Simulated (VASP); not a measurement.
# SiO2 (I-4m2) in VASP: single point with PBE

Aim: the single point of SiO2 with PBE.

Program: VASP 6.6.1. These are calculated values, not measurements. Logs are shortened: lines on timing, memory, paths and dates and some standing lists are left out, and cuts for length are marked.

**1. The cell of the first run**

Symmetry: I-4m2, No. 119, tetragonal system. Conventional cell: a = 4.990 Å, b = 4.990 Å, c = 7.245 Å, α = 90.00°, β = 90.00°, γ = 90.00°. Si (site symmetry -4m2) has 4 O at 1.35 Å within 1.8 Å. Within 2.4 Å of Si (site symmetry -4m2) lie 4 O at 1.77 Å. O (site symmetry m) has 2 Si at 1.35 to 1.77 Å within 1.8 Å.

**2. Single point, PBE**

Contents of INCAR:

```
PREC = Accurate ; ENCUT = 520
EDIFF = 1E-7 ; ISMEAR = 0
SIGMA = 0.1 ; LREAL = False
LASPH = True ; NELM = 80
ALGO = Normal ; ISIF = 2
LWAVE = False ; LCHARG = False
GGA = PE ; NBANDS = 25
```

Contents of KPOINTS:

```
Automatic mesh
0
Gamma
  6 6 6
```

Contents of POSCAR:

```
SiO2
1.0
   -2.4951521700      2.4951521700      3.6226437400
    2.4951521700     -2.4951521700      3.6226437400
    2.4951521700      2.4951521700     -3.6226437400
Si O
2 4
Direct
    0.5000000000      0.5000000000      0.0000000000
    0.2500000000      0.7500000000      0.5000000000
    0.8217442800      0.6340132000      0.1877310800
    0.3659868000      0.1782557200      0.8122689200
    0.3659868000      0.5537178800      0.1877310800
    0.4462821200      0.6340132000      0.8122689200
```

Potentials or basis: VASP PAW PBE potentials, release 64 (Si, O).

The run is started by

```bash
$ cat potpaw_PBE.64/Si/POTCAR potpaw_PBE.64/O/POTCAR > POTCAR
$ mpirun -np 1 vasp_std > vasp.out
```

OUTCAR:

```text
PREC = Accurate
   ENCUT = 520
   EDIFF = 1E-7
   ISMEAR = 0
   LREAL = False
   LASPH = True
   NELM = 80
   ISIF = 2
   GGA = PE

 ion  position               nearest neighbor table
   1  0.500  0.500  0.000-   5 1.35   6 1.35   3 1.35   4 1.35   2 3.08   2 3.08   2 3.08   2 3.08

   2  0.250  0.750  0.500-   3 1.77   4 1.77   5 1.77   6 1.77   1 3.08   1 3.08   1 3.08   1 3.08

   3  0.822  0.634  0.188-   1 1.35   2 1.77   6 1.87
   4  0.366  0.178  0.812-   1 1.35   2 1.77   5 1.87
   5  0.366  0.554  0.188-   1 1.35   2 1.77   4 1.87
   6  0.446  0.634  0.812-   1 1.35   2 1.77   3 1.87

  LATTYP: Found a body centered tetragonal cell.
 ALAT       =     4.9903043400
 C/A-ratio  =     1.4518728691

  Lattice vectors:

 A1 = (  -2.4951521700,   2.4951521700,   3.6226437400)
 A2 = (   2.4951521700,  -2.4951521700,   3.6226437400)
 A3 = (   2.4951521700,   2.4951521700,  -3.6226437400)

Analysis of symmetry for initial positions (statically):
=====================================================================
 Subroutine PRICEL returns:
 Original cell was already a primitive cell.

 Routine SETGRP: Setting up the symmetry group for a
 body centered tetragonal supercell.

 Subroutine GETGRP returns: Found  8 space group operations
 (whereof  8 operations were pure point group operations)
 out of a pool of 16 trial point group operations.

The static configuration has the point symmetry D_2d.

Analysis of symmetry for dynamics (positions and initial velocities):
=====================================================================
 Subroutine PRICEL returns:
 Original cell was already a primitive cell.

 Routine SETGRP: Setting up the symmetry group for a
 body centered tetragonal supercell.

 Subroutine GETGRP returns: Found  8 space group operations
 (whereof  8 operations were pure point group operations)
 out of a pool of 16 trial point group operations.

The dynamic configuration has the point symmetry D_2d.

 Subroutine INISYM returns: Found  8 space group operations
 (whereof  8 operations are pure point group operations),
 and found     1 'primitive' translations

----------------------------------------------------------------------------------------

                                     Primitive cell

  volume of cell :      90.2152

  direct lattice vectors                    reciprocal lattice vectors
    -2.495152170  2.495152170  3.622643740     0.000000000  0.200388580  0.138020748
     2.495152170 -2.495152170  3.622643740     0.200388580  0.000000000  0.138020748
     2.495152170  2.495152170 -3.622643740     0.200388580  0.200388580  0.000000000

  length of vectors
     5.057184629  5.057184629  5.057184629     0.243321413  0.243321413  0.283392247

  position of ions in fractional coordinates (direct lattice)
     0.500000000  0.500000000  0.000000000
     0.250000000  0.750000000  0.500000000
     0.821744280  0.634013200  0.187731080
     0.365986800  0.178255720  0.812268920
     0.365986800  0.553717880  0.187731080
     0.446282120  0.634013200  0.812268920

  ion indices of the primitive-cell ions
   primitive index   ion index
                 1           1
                 2           2
                 3           3
                 4           4
                 5           5
                 6           6

----------------------------------------------------------------------------------------

 KPOINTS: Automatic mesh

Automatic generation of k-mesh.
 Grid dimensions read from file:
 generate k-points for:    6    6    6

 Generating k-lattice:

  Cartesian coordinates                     Fractional coordinates (reciprocal lattice)
     0.000000000  0.033398097  0.023003458     0.166666667  0.000000000 -0.000000000
     0.033398097  0.000000000  0.023003458     0.000000000  0.166666667 -0.000000000
     0.033398097  0.033398097  0.000000000     0.000000000  0.000000000  0.166666667

  Length of vectors
     0.040553569  0.040553569  0.047232041

  Shift w.r.t. Gamma in fractional coordinates (k-lattice)
     0.000000000  0.000000000  0.000000000

 Subroutine IBZKPT returns following result:
 ===========================================

 Found     30 irreducible k-points:

 Following reciprocal coordinates:
            Coordinates               Weight
  0.000000  0.000000  0.000000      1.000000
  0.166667 -0.000000  0.000000      8.000000
  0.333333 -0.000000  0.000000      8.000000
  0.500000 -0.000000  0.000000      4.000000
  0.166667  0.166667  0.000000      8.000000
  0.333333  0.166667  0.000000     16.000000
[... 16 lines left out ...]
 -0.333333 -0.333333  0.166667      8.000000
 -0.166667 -0.333333  0.166667      8.000000
 [... further k-points ...]
   k-points           NKPTS =     30   k-points in BZ     NKDIM =     30   number of bands    NBANDS=     25
   number of dos      NEDOS =    301   number of ions     NIONS =      6
   total plane-waves  NPLWV =  64000
   dimension x,y,z NGX =    40 NGY =   40 NGZ =   40
   dimension x,y,z NGXF=    80 NGYF=   80 NGZF=   80
   ions per type =               2   4
   NGX,Y,Z   is equivalent  to a cutoff of  13.15, 13.15, 13.15 a.u.
   NGXF,Y,Z  is equivalent  to a cutoff of  26.30, 26.30, 26.30 a.u.
 SYSTEM =  unknown system
   PREC   = accura    normal or accurate (medium, high low for compatibility)
   ISTART =      0    job   : 0-new  1-cont  2-samecut
   ICHARG =      2    charge: 1-file 2-atom 10-const
   ISPIN  =      1    spin polarized calculation?
   LNONCOLLINEAR =      F non collinear calculations
   LSORBIT =      F    spin-orbit coupling
   LASPH  =      T    aspherical Exc in radial PAW
   ENCUT  =  520.0 eV  38.22 Ry    6.18 a.u.   9.40  9.40  9.40*2*pi/ulx,y,z
   NELM   =     80;   NELMIN=  2; NELMDL= -5     # of ELM steps
   EDIFF  = 0.1E-06   stopping-criterion for ELM
   LREAL  =      F    real-space projection
   EDIFFG = 0.1E-05   stopping-criterion for IOM
   NSW    =      0    number of steps for IOM
   IBRION =     -1    ionic relax: 0-MD 1-quasi-New 2-CG
   NFREE  =      0    steps in history (QN), initial steepest desc. (CG)
   ISIF   =      2    stress and relaxation
   ISYM   =      2    0-nonsym 1-usesym 2-fastsym
   POTIM  = 0.5000    time-step for ionic-motion
   TEBEG  =    0.0;   TEEND  =   0.0 temperature during run
   PSTRESS=    0.0 pullay stress
   NELECT =      32.0000    total number of electrons
   NUPDOWN=      -1.0000    fix difference up-down
   EMIN   =  10.00;   EMAX   =-10.00  energy-range for DOS
   EFERMI =   0.00;   METHOD = LEGACY
   ISMEAR =     0;   SIGMA  =   0.10  broadening in eV -4-tet -1-fermi 0-gaus
   EFERMI_NEDOS =   21; number of points for ismear=-14 and -15
   IALGO  =     38    algorithm
   IMIX   =      4    mixing-type and parameters
     AMIX     =   0.40;   BMIX     =  1.00
     AMIX_MAG =   1.60;   BMIX_MAG =  1.00
  volume/ion in A,a.u.               =      15.04       101.47
  Fermi-wavevector in a.u.,A,eV,Ry     =   1.158862  2.189931 18.272085  1.342960
  Thomas-Fermi vector in A             =   2.295460
   LORBIT       =      0    0 simple, 1 ext, 2 COOP (PROOUT), +10 PAW based schemes
   GGA     = PE    functional components
   LHFCALC =     F    Hartree Fock is set to
   AEXX    =    0.0000 exact exchange contribution
   IVDW    =     0    specifies the selected vdW correction
   LEPSILON=     F    determine dielectric tensor
   LRPA    =     F    only Hartree local field effects (RPA)
 non-spin polarized calculation
 Gauss-broadening in eV      SIGMA  =   0.10
  energy-cutoff  :      520.00
  volume of cell :       90.22
 maximum number of plane-waves:      2453
 NGX is ok and might be reduce to    40
   NGX = 19   NGY = 19   NGZ = 19

 number of electron      32.0000004 magnetization

 Free energy of the ion-electron system (eV)
  ---------------------------------------------------
  ext. energy  EPLUGINS =         0.00000000
  ---------------------------------------------------
  free energy    TOTEN  =       -34.29839675 eV

  energy without entropy =      -34.29839675  energy(sigma->0) =      -34.29839675

 E-fermi :   1.3974     XC(G=0):  -7.8919

 val. band max:        0.8608133271   @ k =   0.0000   0.0000   0.0000
 cond. band min:       4.9243340648   @ k =   0.0000   0.0000   0.0000
 fundamental gap:      4.0635207378
 Fermi energy:         1.3973898358

 k-point     1 :       0.0000    0.0000    0.0000
  band No.  band energies     occupation
      1     -20.7982      2.00000
      2     -18.5761      2.00000
      3     -17.1435      2.00000
      4     -17.1435      2.00000
      5      -9.9641      2.00000
      6      -6.3429      2.00000
[... 17 lines left out ...]
     24      12.2538      0.00000
     25      13.5718      0.00000

 k-point     2 :       0.1667   -0.0000    0.0000
  band No.  band energies     occupation
      1     -20.7489      2.00000
      2     -18.6268      2.00000
      3     -17.2117      2.00000
      4     -17.1465      2.00000
      5      -9.7201      2.00000
      6      -6.4403      2.00000
[... 17 lines left out ...]
     24      12.5082      0.00000
     25      14.1421      0.00000

 k-point     3 :       0.3333   -0.0000    0.0000
  band No.  band energies     occupation
      1     -20.6398      2.00000
      2     -18.7458      2.00000
      3     -17.3344      2.00000
      4     -17.1527      2.00000
      5      -9.1597      2.00000
      6      -6.7036      2.00000
[... 17 lines left out ...]
     24      13.1398      0.00000
     25      13.8317      0.00000

 k-point     4 :       0.5000   -0.0000    0.0000
  band No.  band energies     occupation
      1     -20.5782      2.00000
      2     -18.8158      2.00000
      3     -17.3892      2.00000
      4     -17.1557      2.00000
      5      -8.8093      2.00000
      6      -6.9027      2.00000
[... 17 lines left out ...]
     24      13.5147      0.00000
     25      13.7384      0.00000
[... 477 lines left out ...]
 k-point    22 :      -0.1667    0.5000    0.1667
  band No.  band energies     occupation
      1     -20.5483      2.00000
      2     -18.8982      2.00000
      3     -17.3294      2.00000
      4     -17.1594      2.00000
      5      -8.8233      2.00000
      6      -6.9283      2.00000
[... 17 lines left out ...]
     24      13.5961      0.00000
     25      14.1039      0.00000

 k-point    23 :      -0.3333   -0.3333    0.1667
  band No.  band energies     occupation
      1     -20.5424      2.00000
      2     -18.9361      2.00000
      3     -17.3083      2.00000
      4     -17.1288      2.00000
      5      -8.9425      2.00000
      6      -6.8417      2.00000
[... 17 lines left out ...]
     24      13.0629      0.00000
     25      14.4079      0.00000

 k-point    24 :      -0.1667   -0.3333    0.1667
  band No.  band energies     occupation
      1     -20.6295      2.00000
      2     -18.8307      2.00000
      3     -17.2152      2.00000
      4     -17.1566      2.00000
      5      -9.3474      2.00000
      6      -6.6309      2.00000
[... 17 lines left out ...]
     24      12.9888      0.00000
     25      14.3999      0.00000

 [... further k-points ...]
[... 5 lines left out ...]
  --------------------------------------------------------------------------------------
  -------------------------------------------------------------------------------------
  Total       27.6986071     27.6986071     48.5823380      0.0000000      0.0000000      0.0000000
  in kB      491.9135893    491.9135893    862.7983422      0.0000000      0.0000000      0.0000000
  external PRESSURE =     615.5418403 kB  Pullay stress =       0.0000000 kB

 VOLUME and BASIS-vectors are now :
 -----------------------------------------------------------------------------
  energy-cutoff  :      520.00
  volume of cell :       90.22
      direct lattice vectors                 reciprocal lattice vectors
    -2.495152170  2.495152170  3.622643740     0.000000000  0.200388580  0.138020748
     2.495152170 -2.495152170  3.622643740     0.200388580  0.000000000  0.138020748
     2.495152170  2.495152170 -3.622643740     0.200388580  0.200388580  0.000000000

 POSITION                                       TOTAL-FORCE (eV/Angst)
 -----------------------------------------------------------------------------------
      0.00000      0.00000      3.62264         0.000000     -0.000000      0.000000
      2.49515      0.00000      1.81132         0.000000     -0.000000      0.000000
      0.00000      0.93684      4.59361         0.000000     23.336897     15.394389
      1.55832      2.49515     -0.97096       -23.336897     -0.000000    -15.394389
      0.93684     -0.00000      2.65168        23.336897     -0.000000    -15.394389
      2.49515      1.55832      0.97096        -0.000000    -23.336897     15.394389
 -----------------------------------------------------------------------------------
    total drift:                               -0.000000      0.000000     -0.000000

  FREE ENERGIE OF THE ION-ELECTRON SYSTEM (eV)
  ---------------------------------------------------
  free  energy   TOTEN  =       -34.2983967478 eV

  energy  without entropy=      -34.2983967478  energy(sigma->0) =      -34.29839675
```

It took 2.5 min on 1 thread of AMD EPYC 7R43 (Zen 3), shared host; peak memory 0.2 GiB.

Results:

```yaml
Free_energy: -34.2984 eV
Pressure: 61.6 GPa
Largest_force: 27.957 eV/Å
Band_gap_on_the_k_mesh: 4.06 eV, direct
```

Forces in eV/Å, atoms in the order of the input:
```
Si    0.000   0.000   0.000
Si    0.000   0.000   0.000
O     0.000  23.337  15.394
O   -23.337   0.000 -15.394
O    23.337   0.000 -15.394
O     0.000 -23.337  15.394
```

Caveat: forces of over 1 eV/Å act on the atoms, so gaps and moduli don't describe the material at rest. A hybrid or GW would open this gap; PBE tends to underestimate it.
